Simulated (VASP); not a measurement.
# AlN: single point with PBE

AlN:

```
Al N
1.0
     3.11200    0.00000    0.00000
    -1.55600    2.69507    0.00000
     0.00000    0.00000    4.98200
Al N
2 2
Direct
  0.33333 0.66667 0.00000
  0.66667 0.33333 0.50000
  0.33333 0.66667 0.38200
  0.66667 0.33333 0.88200
```

| Property | Result |
| --- | --- |
| Program | VASP 6.6.1 |
| Task | single point |
| Functional | PBE |
| Potentials or basis | VASP PAW PBE potentials, release 64 (Al, N) |
| Cutoff | 600 eV |
| k mesh | 6 × 6 × 4 |
| Occupations | fermi-dirac, width 0.01 eV |
| Spin | no spin polarisation |
| Dipole correction | no |
| Further INCAR settings | ALGO = Normal; EDIFF = 1e-06; NBANDS = 16 |

```json
{"Pressure": "3.4 GPa", "Largest force": "0.005 eV/Å", "Band gap on the k mesh": "4.20 eV, direct"}
```

Forces on the atoms (eV/Å):
```
Al   0.000  0.000  0.005
Al   0.000  0.000  0.005
N    0.000  0.000 -0.005
N    0.000  0.000 -0.005
```

Levels at points of the mesh, in eV from the valence-band top:
```tsv
k point	band 6	band 7	band 8	band 9	band 10	band 11
(0.00, 0.00, 0.00)	-0.22	-0.22	0.00	4.20	6.65	10.61
(0.50, 0.00, 0.00)	-2.10	-1.78	-0.70	5.80	5.81	8.17
(0.00, 0.00, 0.50)	-0.56	-0.56	-0.56	6.46	6.46	10.31
(0.50, 0.00, 0.50)	-1.48	-1.37	-1.37	5.30	5.30	9.25
```

It took 8.5 s on 1 thread of Intel(R) Xeon(R) 6975P-C (Granite Rapids), on a shared host, peak memory 0.17 GiB.

As with any semilocal functional, this PBE gap is likely too small.
